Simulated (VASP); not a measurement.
Input of a VASP 6.6.1 run:

INCAR

```
SYSTEM = Ca3TlN
ALGO     = Normal         ! electronic algorithm
EDIFF    = 1E-6           ! SCF threshold, eV
ENCUT    = 600            ! plane-wave cutoff, eV
GGA_COMPAT= .FALSE.      
ISIF     = 2              ! what is computed and relaxed
ISMEAR   = -1             ! smearing method
LASPH    = .TRUE.         ! aspherical terms in the spheres
LCHARG   = .FALSE.        ! write CHGCAR
LREAL    = .FALSE.        ! projectors in reciprocal space
LWAVE    = .FALSE.        ! write WAVECAR
NBANDS   = 32             ! bands
NELM     = 120            ! most SCF steps
PREC     = Accurate       ! precision mode
SIGMA    = 0.2            ! smearing width, eV
```

File KPOINTS:

```
k-points
0
G
  3 3 3
  0 0 0
```

File POSCAR:

```
Ca3TlN
1.0
    4.9538240000      0.0000000000      0.0000000000
    0.0000000000      4.9538240000      0.0000000000
    0.0000000000      0.0000000000      4.9538240000
Ca Tl N
3 1 1
Direct
    0.5000000000      0.5000000000      0.0000000000
    0.0000000000      0.5000000000      0.5000000000
    0.5000000000      0.0000000000      0.5000000000
    0.0000000000      0.0000000000      0.0000000000
    0.5000000000      0.5000000000      0.5000000000
```

Potentials or basis: VASP PAW LDA potentials, release 64 (Ca_sv, Tl_d, N).

Launch:

```sh
$ cat potpaw_LDA.64/Ca_sv/POTCAR potpaw_LDA.64/Tl_d/POTCAR potpaw_LDA.64/N/POTCAR > POTCAR
$ mpirun -np 1 vasp_std > vasp.out
```

Problem. Predict the pressure.

Solution. -4.3 GPa.

Problem. Predict the band gap on the k mesh.

Solution. Zero (bands 24 and 25 overlap by 1.35 eV).

Caveat: the k points lie up to 0.42 Å⁻¹ apart, too coarse for converged energies and pressures of a metal; spin-orbit coupling is left out, which moves the levels of the heavy elements.
